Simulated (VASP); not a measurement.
Here is a VASP 6.6.1 calculation.

The input INCAR:

```
SYSTEM = LiIn4
  ALGO = Fast
  EDIFF = 1E-6
  ENCUT = 520
  GGA = PE
  ISIF = 2
  ISMEAR = 0
  LASPH = .TRUE.
  LCHARG = .FALSE.
  LREAL = .FALSE.
  LWAVE = .FALSE.
  NBANDS = 36
  NELM = 80
  PREC = Accurate
  SIGMA = 0.1
```

KPOINTS

```
k-points
0
G
  12 12 4
  0 0 0
```

POSCAR

```
LiIn4
1.0
    3.3852718326      0.0000000000      0.0000000000
   -1.6926359163      2.9317314057      0.0000000000
    0.0000000000      0.0000000000     12.7415620036
Li In
1 4
Direct
    0.0000000000      0.0000000000      0.5000000000
    0.3333333333      0.6666666667      0.8930386280
    0.6666666667      0.3333333333      0.1069613720
    0.3333333333      0.6666666667      0.3188019726
    0.6666666667      0.3333333333      0.6811980274
```

Potentials or basis: VASP PAW PBE potentials, release 64 (Li_sv, In_d).

Command:

```console
$ cat potpaw_PBE.64/Li_sv/POTCAR potpaw_PBE.64/In_d/POTCAR > POTCAR
$ mpirun -np 1 vasp_std > vasp.out
```

Problem. What does it give for the band gap on the k mesh?

Solution. Zero (an odd number of electrons rules out a gap without spin polarisation).

Forces on the atoms (eV/Å):
```
Li   0.000  0.000  0.000
In   0.000  0.000 -0.002
In   0.000  0.000  0.002
In   0.000  0.000  0.001
In   0.000  0.000 -0.001
```

Caveat: spin-orbit coupling is left out, which moves the levels of the heavy elements.
